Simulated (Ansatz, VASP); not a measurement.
**SiC in VASP and in Ansatz**

Contents of INCAR:

```
SYSTEM = SiC
PREC = Accurate ; ENCUT = 600
EDIFF = 1E-6 ; ISMEAR = 0
SIGMA = 0.02 ; LREAL = .FALSE.
LASPH = .TRUE. ; NELM = 120
ALGO = Normal ; ISIF = 2
LWAVE = .FALSE. ; LCHARG = .TRUE.
LELF = .TRUE. ; LVHAR = .TRUE.
NBANDS = 11 ; GGA_COMPAT = .FALSE.
```

The input KPOINTS:

```
Automatic mesh
0
G
  12 12 12
  0 0 0
```

The input POSCAR:

```
SiC
1.0
    0.0000000000      2.1645334641      2.1645334641
    2.1645334641      0.0000000000      2.1645334641
    2.1645334641      2.1645334641      0.0000000000
Si C
1 1
Direct
    0.0000000000      0.0000000000      0.0000000000
    0.2500000000      0.2500000000      0.2500000000
```

Input for Ansatz:

```yaml
crystal:
  lattice:
    - [0.0, 2.1645334641, 2.1645334641]
    - [2.1645334641, 0.0, 2.1645334641]
    - [2.1645334641, 2.1645334641, 0.0]
  atoms:
    - { symbol: Si, position: [0.0, 0.0, 0.0] }
    - { symbol: C, position: [0.25, 0.25, 0.25] }
basis:
  ecutwfc: 420
kpoints:
  mp_grid: { grid: [12, 12, 12] }
  band_path:
    path:
      - [[0.0, 0.0, 0.0], [-0.5, -0.5, 0.0], [-0.375, -0.375, 0.25]]
      - [[-0.375, 0.0, 0.375], [0.0, 0.0, 0.0], [0.0, 0.0, 0.5], [-0.5, -0.25, 0.25], [-0.5, -0.5, 0.0]]
    npoints: 10
hamiltonian:
  xc: lda
  pseudopotentials: { kind: paw, azcp: { folder: soft_1 } }
scf:
  occupations: { method: gaussian, width: 0.02 }
  n_extra_bands: 7
output:
  forces: true
  stress: true
  eigenvalues: true
```

Alike in both runs: task single point; functional LDA; k mesh 12 × 12 × 12; occupations gaussian, width 0.02 eV; no spin polarisation.

|  | VASP | Ansatz |
| --- | --- | --- |
| version | VASP 6.6.1 | Ansatz 0.2.0 |
| potentials or method | VASP PAW LDA potentials, release 64 (Si, C), cutoff 600 eV | scalar-relativistic, plane waves, PAW |
| valence electrons in the cell | 8 | 8 |

|  | VASP | Ansatz | Ansatz less VASP |
| --- | --- | --- | --- |
| gap on the k mesh at the Fermi level (eV) | 1.29 | 1.30 | +0.013 |
| least direct gap on the mesh (eV) | 4.52 | 4.54 | +0.017 |
| pressure (GPa) | 0.2 | 0.0 | -0.24 |

Ansatz warns that its potentials were made for another functional, while VASP's fit it. LDA's correlation is that of Perdew and Zunger in VASP and of Perdew and Wang (1992) in Ansatz.
